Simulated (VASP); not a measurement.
Input of a VASP 6.6.1 run:

The input INCAR:

```
  PREC = Accurate
  ENCUT = 600
  EDIFF = 1E-7
  ISMEAR = 0
  SIGMA = 0.1
  LREAL = False
  LASPH = True
  NELM = 100
  ALGO = Normal
  ISIF = 3
  LWAVE = False
  LCHARG = False
  GGA = PE
  IBRION = 2
  NSW = 100
  EDIFFG = -0.01
```

File KPOINTS:

```
regular mesh
0
Gamma
  12 12 6
```

POSCAR

```
RbMgH2
1.0
    4.7319937907      0.0000000000      0.0000000000
   -2.3659968953      4.0980268333      0.0000000000
    0.0000000000      0.0000000000      9.2019921387
Rb Mg H
1 1 2
Direct
    0.0000000000      0.0000000000      0.0000000000
    0.0000000000      0.0000000000      0.5000000000
    0.3333333333      0.6666666667      0.0000000000
    0.6666666667      0.3333333333      0.0000000000
```

Potentials or basis: VASP PAW PBE potentials, release 64 (Rb_sv, Mg, H).

The run is started by

```sh
$ cat potpaw_PBE.64/Rb_sv/POTCAR potpaw_PBE.64/Mg/POTCAR potpaw_PBE.64/H/POTCAR > POTCAR
$ mpirun -np 1 vasp_std > vasp.out
```

Q: What does it give for the band gap on the k mesh?

A: Zero (an odd number of electrons rules out a gap without spin polarisation).

Final structure:
```
Rb Mg H
1.0
     4.73199    0.00000    0.00000
    -2.36600    4.09803    0.00000
     0.00000    0.00000    9.20199
Rb Mg H
1 1 2
Cartesian
  0.0000 0.0000 0.0000
  0.0000 0.0000 4.6010
  0.0000 2.7320 0.0000
  2.3660 1.3660 0.0000
```

Caveat: the relaxation stopped at its first step, so nothing moved.
